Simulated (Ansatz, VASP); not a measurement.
# SbP: VASP beside Ansatz

```
Sb P
1.0
     0.00000    2.81645    2.81645
     2.81645    0.00000    2.81645
     2.81645    2.81645    0.00000
Sb P
1 1
Cartesian
  2.8165 2.8165 2.8165
  0.0000 0.0000 0.0000
```

Alike in both runs: task relaxation of cell and atoms; functional PBE; k mesh 18 × 18 × 18; occupations gaussian, width 0.1 eV; no spin polarisation.

|  | VASP | Ansatz |
| --- | --- | --- |
| version | VASP 6.6.1 | Ansatz 0.2.0 |
| potentials or method | VASP PAW PBE potentials, release 64 (Sb, P), cutoff 600 eV | scalar-relativistic, plane waves, PAW |
| valence electrons in the cell | 10 | 20 |

Ansatz gave:

- gap on the k mesh at the Fermi level, each at its own relaxed structure (eV): none
- relaxed volume (Å³/atom): 22.37
- relaxed cell length with the largest relative difference (Å): 3.985

**Question.** What did VASP give for the same quantities?

**Answer.** gap on the k mesh at the Fermi level, each at its own relaxed structure (eV): none; relaxed volume (Å³/atom): 22.34; relaxed cell length with the largest relative difference (Å): 3.983.

A gap of «none» marks a metal or a gap that the smearing closes. VASP's potentials hold 10 valence electrons a cell and Ansatz's 20, so a difference there can come from the potentials and not from the codes.

Spin-orbit coupling is off throughout. Noted on VASP's run: the relaxation stopped at its first step, so nothing moved.
